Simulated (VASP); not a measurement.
# Cu (P1) in VASP: further runs

Cu is run at these levels: LDA; tasks: single point.

Program: VASP 6.6.1. These are calculated values, not measurements. Logs are shortened: lines on timing, memory, paths and dates and some standing lists are left out, and cuts for length are marked.

### 1 The cell of the first run

The typed cell holds 4 atoms: a = 2.531 Å, b = 2.531 Å, c = 8.262 Å, α = 90.00°, β = 90.00°, γ = 120.00°.

### 2 Single point, LDA

INCAR

```
SYSTEM = Cu
PREC = Accurate
ENCUT = 600
EDIFF = 1E-6
ISMEAR = -1
SIGMA = 0.1
LREAL = .False.
LASPH = .True.
NELM = 120
ALGO = Normal
ISIF = 2
LWAVE = .False.
LCHARG = .True.
GGA = CA
LELF = .True.
LVHAR = .True.
NBANDS = 30
GGA_COMPAT = .False.
```

KPOINTS

```
Automatic mesh
0
Gamma
  7 7 2
  0 0 0
```

POSCAR

```
Cu
1.0
    2.5307600000      0.0000000000      0.0000000000
   -1.2653800000      2.1917100000      0.0000000000
    0.0000000000      0.0000000000      8.2618200000
Cu
4
Direct
    0.9925800000      0.9985900000      0.9998000000
    0.3303222115      0.6569400000      0.2506100000
    0.0082400000      0.0061200000      0.5010500000
    0.6724400000      0.3369600000      0.7519600000
```

Potentials or basis: VASP PAW LDA potentials, release 64 (Cu).

Command:

```console
$ cat potpaw_LDA.64/Cu/POTCAR > POTCAR
$ mpirun -np 1 vasp_std > vasp.out
```

OUTCAR:

```text
SYSTEM = Cu
   PREC = Accurate
   ENCUT = 600
   EDIFF = 1E-6
   ISMEAR = -1
   LREAL = .False.
   LASPH = .True.
   NELM = 120
   ISIF = 2
   GGA = CA

 ion  position               nearest neighbor table
   1  0.993  0.999  1.000-   4 2.51   4 2.51   2 2.53   2 2.53   4 2.53   2 2.55
   2  0.330  0.657  0.251-   3 2.51   1 2.53   1 2.53   3 2.54   3 2.55   1 2.55
   3  0.008  0.006  0.501-   2 2.51   4 2.53   4 2.54   2 2.54   4 2.54   2 2.55
   4  0.672  0.337  0.752-   1 2.51   1 2.51   1 2.53   3 2.53   3 2.54   3 2.54

  LATTYP: Found a hexagonal cell.
 ALAT       =     2.5307600000
 C/A-ratio  =     3.2645608434

  Lattice vectors:

 A1 = (   2.5307600000,   0.0000000000,   0.0000000000)
 A2 = (  -1.2653800000,   2.1917100000,   0.0000000000)
 A3 = (   0.0000000000,   0.0000000000,   8.2618200000)

Analysis of symmetry for initial positions (statically):
=====================================================================
 Subroutine PRICEL returns:
 Original cell was already a primitive cell.

 Routine SETGRP: Setting up the symmetry group for a
 hexagonal supercell.

 Subroutine GETGRP returns: Found  1 space group operations
 (whereof  1 operations were pure point group operations)
 out of a pool of 24 trial point group operations.

The static configuration has the point symmetry C_1 .

Analysis of symmetry for dynamics (positions and initial velocities):
=====================================================================
 Subroutine PRICEL returns:
 Original cell was already a primitive cell.

 Routine SETGRP: Setting up the symmetry group for a
 hexagonal supercell.

 Subroutine GETGRP returns: Found  1 space group operations
 (whereof  1 operations were pure point group operations)
 out of a pool of 24 trial point group operations.

The dynamic configuration has the point symmetry C_1 .

 Subroutine INISYM returns: Found  1 space group operations
 (whereof  1 operations are pure point group operations),
 and found     1 'primitive' translations

----------------------------------------------------------------------------------------

                                     Primitive cell

  volume of cell :      45.8258

  direct lattice vectors                    reciprocal lattice vectors
     2.530760000  0.000000000  0.000000000     0.395138219  0.228132372  0.000000000
    -1.265380000  2.191710000  0.000000000     0.000000000  0.456264743  0.000000000
     0.000000000  0.000000000  8.261820000     0.000000000  0.000000000  0.121038706

  length of vectors
     2.530760000  2.530766538  8.261820000     0.456265922  0.456264743  0.121038706

  position of ions in fractional coordinates (direct lattice)
     0.992580000  0.998590000  0.999800000
     0.330322211  0.656940000  0.250610000
     0.008240000  0.006120000  0.501050000
     0.672440000  0.336960000  0.751960000

  ion indices of the primitive-cell ions
   primitive index   ion index
                 1           1
                 2           2
                 3           3
                 4           4

----------------------------------------------------------------------------------------

 KPOINTS: Automatic mesh

Automatic generation of k-mesh.
 Grid dimensions read from file:
 generate k-points for:    7    7    2

 Generating k-lattice:

  Cartesian coordinates                     Fractional coordinates (reciprocal lattice)
     0.056448317  0.032590339  0.000000000     0.142857143 -0.000000000  0.000000000
     0.000000000  0.065180678  0.000000000     0.000000000  0.142857143  0.000000000
     0.000000000  0.000000000  0.060519353     0.000000000  0.000000000  0.500000000

  Length of vectors
     0.065180846  0.065180678  0.060519353

  Shift w.r.t. Gamma in fractional coordinates (k-lattice)
     0.000000000  0.000000000  0.000000000

 Subroutine IBZKPT returns following result:
 ===========================================

 Found     50 irreducible k-points:

 Following reciprocal coordinates:
            Coordinates               Weight
  0.000000  0.000000  0.000000      1.000000
  0.142857  0.000000  0.000000      2.000000
  0.000000  0.142857  0.000000      2.000000
 -0.142857  0.142857  0.000000      2.000000
  0.285714  0.000000  0.000000      2.000000
  0.000000  0.285714  0.000000      2.000000
[... 16 lines left out ...]
  0.285714  0.285714  0.000000      2.000000
 -0.285714 -0.428571  0.000000      2.000000
 [... further k-points ...]
   k-points           NKPTS =     50   k-points in BZ     NKDIM =     50   number of bands    NBANDS=     30
   number of dos      NEDOS =    301   number of ions     NIONS =      4
   total plane-waves  NPLWV =  28000
   dimension x,y,z NGX =    20 NGY =   20 NGZ =   70
   dimension x,y,z NGXF=    40 NGYF=   40 NGZF=  140
   ions per type =               4
   NGX,Y,Z   is equivalent  to a cutoff of  13.14, 13.14, 14.09 a.u.
   NGXF,Y,Z  is equivalent  to a cutoff of  26.28, 26.28, 28.17 a.u.
 SYSTEM =  Cu
   PREC   = accura    normal or accurate (medium, high low for compatibility)
   ISTART =      0    job   : 0-new  1-cont  2-samecut
   ICHARG =      2    charge: 1-file 2-atom 10-const
   ISPIN  =      1    spin polarized calculation?
   LNONCOLLINEAR =      F non collinear calculations
   LSORBIT =      F    spin-orbit coupling
   LASPH  =      T    aspherical Exc in radial PAW
   ENCUT  =  600.0 eV  44.10 Ry    6.64 a.u.   5.05  5.05 16.50*2*pi/ulx,y,z
   NELM   =    120;   NELMIN=  2; NELMDL= -5     # of ELM steps
   EDIFF  = 0.1E-05   stopping-criterion for ELM
   LREAL  =      F    real-space projection
   EDIFFG = 0.1E-04   stopping-criterion for IOM
   NSW    =      0    number of steps for IOM
   IBRION =     -1    ionic relax: 0-MD 1-quasi-New 2-CG
   NFREE  =      0    steps in history (QN), initial steepest desc. (CG)
   ISIF   =      2    stress and relaxation
   ISYM   =      2    0-nonsym 1-usesym 2-fastsym
   POTIM  = 0.5000    time-step for ionic-motion
   TEBEG  =    0.0;   TEEND  =   0.0 temperature during run
   PSTRESS=    0.0 pullay stress
   NELECT =      44.0000    total number of electrons
   NUPDOWN=      -1.0000    fix difference up-down
   EMIN   =  10.00;   EMAX   =-10.00  energy-range for DOS
   EFERMI =   0.00;   METHOD = LEGACY
   ISMEAR =    -1;   SIGMA  =   0.10  broadening in eV -4-tet -1-fermi 0-gaus
   EFERMI_NEDOS =   21; number of points for ismear=-14 and -15
   IALGO  =     38    algorithm
   IMIX   =      4    mixing-type and parameters
     AMIX     =   0.40;   BMIX     =  1.00
     AMIX_MAG =   1.60;   BMIX_MAG =  1.00
  volume/ion in A,a.u.               =      11.46        77.31
  Fermi-wavevector in a.u.,A,eV,Ry     =   1.615062  3.052024 35.489769  2.608424
  Thomas-Fermi vector in A             =   2.709870
   LORBIT       =      0    0 simple, 1 ext, 2 COOP (PROOUT), +10 PAW based schemes
   GGA     = CA    functional components
   LHFCALC =     F    Hartree Fock is set to
   AEXX    =    0.0000 exact exchange contribution
   IVDW    =     0    specifies the selected vdW correction
   LEPSILON=     F    determine dielectric tensor
   LRPA    =     F    only Hartree local field effects (RPA)
 non-spin polarized calculation
  energy-cutoff  :      600.00
  volume of cell :       45.83
 maximum number of plane-waves:      1542
   NGX = 11   NGY = 11   NGZ = 33

 number of electron      44.0000006 magnetization

 Free energy of the ion-electron system (eV)
  ---------------------------------------------------
  ext. energy  EPLUGINS =         0.00000000
  ---------------------------------------------------
  free energy    TOTEN  =       -18.84179853 eV

  energy without entropy =      -18.80975830  energy(sigma->0) =      -18.82577842

 E-fermi :   7.6812     XC(G=0): -13.2815

 val. band max:        7.6654268513   @ k =   0.0000   0.4286   0.0000
 cond. band min:       7.6954989436   @ k =  -0.4286   0.4286   0.0000
 fundamental gap:      0.0300720924
 Fermi energy:         7.6812157822

 k-point     1 :       0.0000    0.0000    0.0000
  band No.  band energies     occupation
      1      -1.8572      2.00000
      2       0.2870      2.00000
      3       0.3228      2.00000
      4       2.4231      2.00000
      5       4.2727      2.00000
      6       4.3013      2.00000
[... 22 lines left out ...]
     29      29.8729      0.00000
     30      29.9650      0.00000

 k-point     2 :       0.1429    0.0000    0.0000
  band No.  band energies     occupation
      1      -1.1912      2.00000
      2       0.8685      2.00000
      3       0.9029      2.00000
      4       2.7923      2.00000
      5       4.0369      2.00000
      6       4.1566      2.00000
[... 22 lines left out ...]
     29      25.2993      0.00000
     30      25.3542      0.00000

 k-point     3 :       0.0000    0.1429    0.0000
  band No.  band energies     occupation
      1      -1.1909      2.00000
      2       0.8691      2.00000
      3       0.9034      2.00000
      4       2.7948      2.00000
      5       4.0301      2.00000
      6       4.1489      2.00000
[... 22 lines left out ...]
     29      25.3072      0.00000
     30      25.3629      0.00000

 k-point     4 :      -0.1429    0.1429    0.0000
  band No.  band energies     occupation
      1      -1.1911      2.00000
      2       0.8687      2.00000
      3       0.9030      2.00000
      4       2.7929      2.00000
      5       4.0354      2.00000
      6       4.1549      2.00000
[... 22 lines left out ...]
     29      25.2995      0.00000
     30      25.3575      0.00000

 k-point     5 :       0.2857    0.0000    0.0000
  band No.  band energies     occupation
      1       0.6227      2.00000
      2       2.1355      2.00000
      3       2.1647      2.00000
      4       3.2689      2.00000
      5       3.7197      2.00000
      6       3.8144      2.00000
[... 22 lines left out ...]
     29      22.3729      0.00000
     30      22.4903      0.00000
[... 526 lines left out ...]
     29      17.1785      0.00000
     30      18.2543      0.00000

 k-point    22 :       0.4286    0.4286    0.0000
  band No.  band energies     occupation
      1       2.7436      2.00000
      2       2.8314      2.00000
      3       3.1582      2.00000
      4       3.3672      2.00000
      5       3.5858      2.00000
      6       3.6428      2.00000
[... 22 lines left out ...]
     29      17.1804      0.00000
     30      18.3238      0.00000

 k-point    23 :       0.2857    0.2857    0.0000
  band No.  band energies     occupation
      1       3.3043      2.00000
      2       3.3195      2.00000
      3       3.3328      2.00000
      4       3.4347      2.00000
      5       3.6150      2.00000
      6       3.6284      2.00000
[... 22 lines left out ...]
     29      15.6622      0.00000
     30      17.1076      0.00000

 k-point    24 :      -0.2857   -0.4286    0.0000
  band No.  band energies     occupation
      1       3.3008      2.00000
      2       3.3189      2.00000
      3       3.3334      2.00000
      4       3.4368      2.00000
      5       3.6138      2.00000
      6       3.6300      2.00000
[... 22 lines left out ...]
     29      15.6602      0.00000
     30      17.1096      0.00000

 [... further k-points ...]
[... 5 lines left out ...]
  --------------------------------------------------------------------------------------
  -------------------------------------------------------------------------------------
  Total       -2.2769293     -2.1428943     -2.1740113     -0.0162394     -0.0031474      0.0048509
  in kB      -79.6068316    -74.9206533    -76.0085758     -0.5677695     -0.1100420      0.1695990
  external PRESSURE =     -76.8453536 kB  Pullay stress =       0.0000000 kB

 VOLUME and BASIS-vectors are now :
 -----------------------------------------------------------------------------
  energy-cutoff  :      600.00
  volume of cell :       45.83
      direct lattice vectors                 reciprocal lattice vectors
     2.530760000  0.000000000  0.000000000     0.395138219  0.228132372  0.000000000
    -1.265380000  2.191710000  0.000000000     0.000000000  0.456264743  0.000000000
     0.000000000  0.000000000  8.261820000     0.000000000  0.000000000  0.121038706

 POSITION                                       TOTAL-FORCE (eV/Angst)
 -----------------------------------------------------------------------------------
      1.24839      2.18862      8.26017         0.035497     -0.006088      0.090643
      0.00469      1.43982      2.07049        -0.010877      0.037178     -0.003413
      0.01311      0.01341      4.13958        -0.006283     -0.030624      0.006890
      1.27540      0.73852      6.21256        -0.018337     -0.000466     -0.094120
 -----------------------------------------------------------------------------------
    total drift:                                0.000156     -0.000897      0.000442

  FREE ENERGIE OF THE ION-ELECTRON SYSTEM (eV)
  ---------------------------------------------------
  free  energy   TOTEN  =       -18.8417985324 eV

  energy  without entropy=      -18.8097583049  energy(sigma->0) =      -18.82577842
```

It took 46 s on 1 thread of Intel Xeon Platinum 8488C (Sapphire Rapids), shared host; peak memory 0.18 GiB.

Results:

```
Free energy            : -18.8418 eV
Pressure               : -7.7 GPa
Largest force          : 0.098 eV/Å
Band gap on the k mesh : zero (band 22 reaches 10.17 eV, above the bottom of band 23 at 5.86 eV)
```

Forces in eV/Å, atoms in the order of the input:
```
Cu   0.035 -0.006  0.091
Cu  -0.011  0.037 -0.003
Cu  -0.006 -0.031  0.007
Cu  -0.018  0.000 -0.094
```

Caveat: the k points lie up to 0.41 Å⁻¹ apart.

[end of part 1 of 2]
